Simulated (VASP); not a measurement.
# SiSn2 (R-3m) in VASP: a series of runs

The runs below take SiSn2 through single point, relaxation of cell and atoms, with PBE.

Program: VASP 6.6.1. These are calculated values, not measurements. Logs are shortened: lines on timing, memory, paths and dates and some standing lists are left out, and cuts for length are marked.

## 1. The cell of the first run

It takes space group R-3m (No. 166, trigonal). Conventional cell: a = 5.419 Å, b = 5.419 Å, c = 8.592 Å, α = 90.00°, β = 90.00°, γ = 120.00°. Si (site symmetry -3m) has 8 Sn at 2.71 to 3.13 Å within 3.6 Å. Within 3.6 Å of Sn (site symmetry 3m) lie 4 Si at 2.71 to 3.13 Å and 4 Sn at 3.14 to 3.17 Å.

## 2. Single point, PBE

Input file INCAR:

```
SYSTEM = SiSn2
PREC = Accurate
ENCUT = 520
EDIFF = 1E-6
ISMEAR = 0
SIGMA = 0.2
LREAL = .False.
LASPH = .True.
NELM = 100
ALGO = Normal
ISIF = 2
LWAVE = .False.
LCHARG = .True.
GGA = PE
LELF = .True.
LVHAR = .True.
NBANDS = 23
```

Input file KPOINTS:

```
regular mesh
0
Gamma
  5 5 5
  0 0 0
```

Input file POSCAR:

```
SiSn2
1.0
    2.7096670528      1.5644270007      2.8641317853
   -2.7096670528      1.5644270007      2.8641317853
    0.0000000000     -3.1288540063      2.8641317826
Si Sn
1 2
Direct
    0.0000000000      0.0000000000      0.0000000000
    0.3155642270      0.3155642270      0.3155642270
    0.6844357730      0.6844357730      0.6844357730
```

Potentials or basis: VASP PAW PBE potentials, release 64 (Si, Sn_d).

The run is started by

```
$ cat potpaw_PBE.64/Si/POTCAR potpaw_PBE.64/Sn_d/POTCAR > POTCAR
$ mpirun -np 1 vasp_std > vasp.out
```

OUTCAR:

```text
SYSTEM = SiSn2
   PREC = Accurate
   ENCUT = 520
   EDIFF = 1E-6
   ISMEAR = 0
   LREAL = .False.
   LASPH = .True.
   NELM = 100
   ISIF = 2
   GGA = PE

 ion  position               nearest neighbor table
   1  0.000  0.000  0.000-   2 2.71   3 2.71   3 3.13   2 3.13   3 3.13   3 3.13   2 3.13   2 3.13

   2  0.316  0.316  0.316-   1 2.71   1 3.13   1 3.13   1 3.13   3 3.14   3 3.14   3 3.14   3 3.17

   3  0.684  0.684  0.684-   1 2.71   1 3.13   1 3.13   1 3.13   2 3.14   2 3.14   2 3.14   2 3.17

  LATTYP: Found a trigonal (rhomboedric) cell.
 ALAT       =     4.2418130865
 COS(alpha) =     0.1838710156

  Lattice vectors:

 A1 = (   2.7096670528,   1.5644270007,   2.8641317853)
 A2 = (  -2.7096670528,   1.5644270007,   2.8641317853)
 A3 = (   0.0000000000,  -3.1288540063,   2.8641317826)

Analysis of symmetry for initial positions (statically):
=====================================================================
 Subroutine PRICEL returns:
 Original cell was already a primitive cell.

 Routine SETGRP: Setting up the symmetry group for a
 trigonal (rhombohedral) supercell.

 Subroutine GETGRP returns: Found 12 space group operations
 (whereof 12 operations were pure point group operations)
 out of a pool of 12 trial point group operations.

The static configuration has the point symmetry D_3d.

Analysis of symmetry for dynamics (positions and initial velocities):
=====================================================================
 Subroutine PRICEL returns:
 Original cell was already a primitive cell.

 Routine SETGRP: Setting up the symmetry group for a
 trigonal (rhombohedral) supercell.

 Subroutine GETGRP returns: Found 12 space group operations
 (whereof 12 operations were pure point group operations)
 out of a pool of 12 trial point group operations.

The dynamic configuration has the point symmetry D_3d.

 Subroutine INISYM returns: Found 12 space group operations
 (whereof 12 operations are pure point group operations),
 and found     1 'primitive' translations

----------------------------------------------------------------------------------------

                                     Primitive cell

  volume of cell :      72.8476

  direct lattice vectors                    reciprocal lattice vectors
     2.709667053  1.564427001  2.864131785     0.184524515  0.106535279  0.116381982
    -2.709667053  1.564427001  2.864131785    -0.184524515  0.106535279  0.116381982
     0.000000000 -3.128854006  2.864131783     0.000000000 -0.213070557  0.116381982

  length of vectors
     4.241813087  4.241813087  4.241813087     0.242783500  0.242783500  0.242783500

  position of ions in fractional coordinates (direct lattice)
     0.000000000  0.000000000  0.000000000
     0.315564227  0.315564227  0.315564227
     0.684435773  0.684435773  0.684435773

  ion indices of the primitive-cell ions
   primitive index   ion index
                 1           1
                 2           2
                 3           3

----------------------------------------------------------------------------------------

 KPOINTS: regular mesh

Automatic generation of k-mesh.
 Grid dimensions read from file:
 generate k-points for:    5    5    5

 Generating k-lattice:

  Cartesian coordinates                     Fractional coordinates (reciprocal lattice)
     0.036904903  0.021307056  0.023276396     0.200000000  0.000000000  0.000000000
    -0.036904903  0.021307056  0.023276396     0.000000000  0.200000000  0.000000000
     0.000000000 -0.042614111  0.023276396     0.000000000  0.000000000  0.200000000

  Length of vectors
     0.048556700  0.048556700  0.048556700

  Shift w.r.t. Gamma in fractional coordinates (k-lattice)
     0.000000000  0.000000000  0.000000000

 Subroutine IBZKPT returns following result:
 ===========================================

 Found     19 irreducible k-points:

 Following reciprocal coordinates:
            Coordinates               Weight
  0.000000  0.000000  0.000000      1.000000
  0.200000  0.000000  0.000000      6.000000
  0.400000  0.000000  0.000000      6.000000
  0.200000  0.200000  0.000000      6.000000
  0.400000  0.200000 -0.000000     12.000000
 -0.400000  0.200000  0.000000     12.000000
[... 11 lines left out ...]
  0.400000  0.400000  0.400000      2.000000
 -0.400000  0.400000  0.400000      6.000000
   k-points           NKPTS =     19   k-points in BZ     NKDIM =     19   number of bands    NBANDS=     23
   number of dos      NEDOS =    301   number of ions     NIONS =      3
   total plane-waves  NPLWV =  32768
   dimension x,y,z NGX =    32 NGY =   32 NGZ =   32
   dimension x,y,z NGXF=    64 NGYF=   64 NGZF=   64
   ions per type =               1   2
   NGX,Y,Z   is equivalent  to a cutoff of  12.54, 12.54, 12.54 a.u.
   NGXF,Y,Z  is equivalent  to a cutoff of  25.08, 25.08, 25.08 a.u.
 SYSTEM =  SiSn2
   PREC   = accura    normal or accurate (medium, high low for compatibility)
   ISTART =      0    job   : 0-new  1-cont  2-samecut
   ICHARG =      2    charge: 1-file 2-atom 10-const
   ISPIN  =      1    spin polarized calculation?
   LNONCOLLINEAR =      F non collinear calculations
   LSORBIT =      F    spin-orbit coupling
   LASPH  =      T    aspherical Exc in radial PAW
   ENCUT  =  520.0 eV  38.22 Ry    6.18 a.u.   7.89  7.89  7.89*2*pi/ulx,y,z
   NELM   =    100;   NELMIN=  2; NELMDL= -5     # of ELM steps
   EDIFF  = 0.1E-05   stopping-criterion for ELM
   LREAL  =      F    real-space projection
   EDIFFG = 0.1E-04   stopping-criterion for IOM
   NSW    =      0    number of steps for IOM
   IBRION =     -1    ionic relax: 0-MD 1-quasi-New 2-CG
   NFREE  =      0    steps in history (QN), initial steepest desc. (CG)
   ISIF   =      2    stress and relaxation
   ISYM   =      2    0-nonsym 1-usesym 2-fastsym
   POTIM  = 0.5000    time-step for ionic-motion
   TEBEG  =    0.0;   TEEND  =   0.0 temperature during run
   PSTRESS=    0.0 pullay stress
   NELECT =      32.0000    total number of electrons
   NUPDOWN=      -1.0000    fix difference up-down
   EMIN   =  10.00;   EMAX   =-10.00  energy-range for DOS
   EFERMI =   0.00;   METHOD = LEGACY
   ISMEAR =     0;   SIGMA  =   0.20  broadening in eV -4-tet -1-fermi 0-gaus
   EFERMI_NEDOS =   21; number of points for ismear=-14 and -15
   IALGO  =     38    algorithm
   IMIX   =      4    mixing-type and parameters
     AMIX     =   0.40;   BMIX     =  1.00
     AMIX_MAG =   1.60;   BMIX_MAG =  1.00
  volume/ion in A,a.u.               =      24.28       163.87
  Fermi-wavevector in a.u.,A,eV,Ry     =   1.244475  2.351718 21.071603  1.548719
  Thomas-Fermi vector in A             =   2.378740
   LORBIT       =      0    0 simple, 1 ext, 2 COOP (PROOUT), +10 PAW based schemes
   GGA     = PE    functional components
   LHFCALC =     F    Hartree Fock is set to
   AEXX    =    0.0000 exact exchange contribution
   IVDW    =     0    specifies the selected vdW correction
   LEPSILON=     F    determine dielectric tensor
   LRPA    =     F    only Hartree local field effects (RPA)
 non-spin polarized calculation
 Gauss-broadening in eV      SIGMA  =   0.20
  energy-cutoff  :      520.00
  volume of cell :       72.85
 maximum number of plane-waves:      1975
   NGX = 15   NGY = 15   NGZ = 15

 number of electron      31.9999992 magnetization

 Free energy of the ion-electron system (eV)
  ---------------------------------------------------
  ext. energy  EPLUGINS =         0.00000000
  ---------------------------------------------------
  free energy    TOTEN  =       -12.28719973 eV

  energy without entropy =      -12.25284174  energy(sigma->0) =      -12.27002073

 E-fermi :   7.6666     XC(G=0): -10.2717

 val. band max:        7.6353201322   @ k =   0.2000   0.2000   0.0000
 cond. band min:       7.6809474326   @ k =   0.4000   0.2000  -0.0000
 fundamental gap:      0.0456273004
 Fermi energy:         7.6665963196

 k-point     1 :       0.0000    0.0000    0.0000
  band No.  band energies     occupation
      1     -13.8161      2.00000
      2     -13.7539      2.00000
      3     -13.7539      2.00000
      4     -13.7473      2.00000
      5     -13.7473      2.00000
      6     -13.6533      2.00000
[... 15 lines left out ...]
     22      14.2268      0.00000
     23      14.4249      0.00000

 k-point     2 :       0.2000    0.0000    0.0000
  band No.  band energies     occupation
      1     -13.8160      2.00000
      2     -13.7764      2.00000
      3     -13.7664      2.00000
      4     -13.7416      2.00000
      5     -13.7294      2.00000
      6     -13.6530      2.00000
[... 15 lines left out ...]
     22      13.2875      0.00000
     23      13.7166      0.00000

 k-point     3 :       0.4000    0.0000    0.0000
  band No.  band energies     occupation
      1     -13.8127      2.00000
      2     -13.7935      2.00000
      3     -13.7837      2.00000
      4     -13.7523      2.00000
      5     -13.6971      2.00000
      6     -13.6651      2.00000
[... 15 lines left out ...]
     22      12.2565      0.00000
     23      13.1132      0.00000

 k-point     4 :       0.2000    0.2000    0.0000
  band No.  band energies     occupation
      1     -13.8143      2.00000
      2     -13.7716      2.00000
      3     -13.7674      2.00000
      4     -13.7317      2.00000
      5     -13.7277      2.00000
      6     -13.6705      2.00000
[... 15 lines left out ...]
     22      13.3351      0.00000
     23      13.3503      0.00000

 k-point     5 :       0.4000    0.2000   -0.0000
  band No.  band energies     occupation
      1     -13.8125      2.00000
      2     -13.7980      2.00000
      3     -13.7612      2.00000
      4     -13.7377      2.00000
      5     -13.6994      2.00000
      6     -13.6724      2.00000
[... 15 lines left out ...]
     22      13.7059      0.00000
     23      14.1405      0.00000

 k-point     6 :      -0.4000    0.2000    0.0000
  band No.  band energies     occupation
      1     -13.8190      2.00000
      2     -13.8067      2.00000
      3     -13.7586      2.00000
      4     -13.7421      2.00000
      5     -13.6941      2.00000
      6     -13.6679      2.00000
[... 15 lines left out ...]
     22      13.7550      0.00000
     23      14.6661      0.00000

 k-point     7 :      -0.2000    0.2000    0.0000
  band No.  band energies     occupation
      1     -13.8209      2.00000
      2     -13.7938      2.00000
      3     -13.7660      2.00000
      4     -13.7368      2.00000
      5     -13.7218      2.00000
      6     -13.6552      2.00000
[... 223 lines left out ...]
     22      15.3272      0.00000
     23      15.9238      0.00000

 k-point    16 :      -0.2000    0.4000    0.2000
  band No.  band energies     occupation
      1     -13.8191      2.00000
      2     -13.8037      2.00000
      3     -13.7456      2.00000
      4     -13.7257      2.00000
      5     -13.6953      2.00000
      6     -13.6844      2.00000
[... 15 lines left out ...]
     22      13.7544      0.00000
     23      14.5402      0.00000

 k-point    17 :      -0.4000   -0.4000    0.2000
  band No.  band energies     occupation
      1     -13.8088      2.00000
      2     -13.7927      2.00000
      3     -13.7377      2.00000
      4     -13.7123      2.00000
      5     -13.6981      2.00000
      6     -13.6919      2.00000
[... 15 lines left out ...]
     22      14.1328      0.00000
     23      16.0256      0.00000

 k-point    18 :       0.4000    0.4000    0.4000
  band No.  band energies     occupation
      1     -13.7643      2.00000
      2     -13.7514      2.00000
      3     -13.7514      2.00000
      4     -13.6982      2.00000
      5     -13.6982      2.00000
      6     -13.6802      2.00000
[... 15 lines left out ...]
     22      16.8619      0.00000
     23      17.4018      0.00000

 k-point    19 :      -0.4000    0.4000    0.4000
  band No.  band energies     occupation
      1     -13.7788      2.00000
      2     -13.7705      2.00000
      3     -13.7391      2.00000
      4     -13.7011      2.00000
      5     -13.6970      2.00000
      6     -13.6824      2.00000
[... 15 lines left out ...]
     22      15.4416      0.00000
     23      16.8495      0.00000

------------------------ aborting loop because EDIFF is reached ----------------------------------------

  FORCE on cell =-STRESS in cart. coord.  units (eV):
  Direction    XX          YY          ZZ          XY          YZ          ZX
  --------------------------------------------------------------------------------------
  -------------------------------------------------------------------------------------
  Total       -0.1372172     -0.1372172      0.0881777      0.0000000     -0.0000000      0.0000000
  in kB       -3.0178910     -3.0178910      1.9393398      0.0000000     -0.0000000      0.0000000
  external PRESSURE =      -1.3654807 kB  Pullay stress =       0.0000000 kB

 VOLUME and BASIS-vectors are now :
 -----------------------------------------------------------------------------
  energy-cutoff  :      520.00
  volume of cell :       72.85
      direct lattice vectors                 reciprocal lattice vectors
     2.709667053  1.564427001  2.864131785     0.184524515  0.106535279  0.116381982
    -2.709667053  1.564427001  2.864131785    -0.184524515  0.106535279  0.116381982
     0.000000000 -3.128854006  2.864131783     0.000000000 -0.213070557  0.116381982

 POSITION                                       TOTAL-FORCE (eV/Angst)
 -----------------------------------------------------------------------------------
      0.00000      0.00000      0.00000         0.000000      0.000000     -0.000000
      0.00000     -0.00000      2.71145         0.000000     -0.000000      0.057335
      0.00000     -0.00000      5.88094         0.000000      0.000000     -0.057335
 -----------------------------------------------------------------------------------
    total drift:                                0.000000      0.000000     -0.000000

  FREE ENERGIE OF THE ION-ELECTRON SYSTEM (eV)
  ---------------------------------------------------
  free  energy   TOTEN  =       -12.2871997270 eV

  energy  without entropy=      -12.2528417406  energy(sigma->0) =      -12.27002073
```

Wall time 10 s (1 thread of Intel Xeon 6975P-C (Granite Rapids), shared host); peak memory 0.18 GiB.

What came out:

```
Free energy            : -12.2872 eV
Pressure               : -0.1 GPa
Largest force          : 0.057 eV/Å
Band gap on the k mesh : zero (band 16 reaches 9.20 eV, above the bottom of band 17 at 5.94 eV)
```

Forces on the atoms (eV/Å):
```
Si   0.000  0.000  0.000
Sn   0.000  0.000  0.057
Sn   0.000  0.000 -0.057
```

Stress tensor (GPa, compression positive):
```
-0.30  0.00  0.00
 0.00 -0.30  0.00
 0.00  0.00  0.19
```

Levels at points of the mesh, in eV from the Fermi level:
```csv
k point,band 13,band 14,band 15,band 16,band 17,band 18,band 19,band 20
"(0.00, 0.00, 0.00)",-4.17,-1.33,-1.33,-1.06,-1.06,1.66,2.68,6.18
```

Caveat: spin-orbit coupling is left out, which moves the levels of the heavy elements.

(Continued in part 2 of 2.)
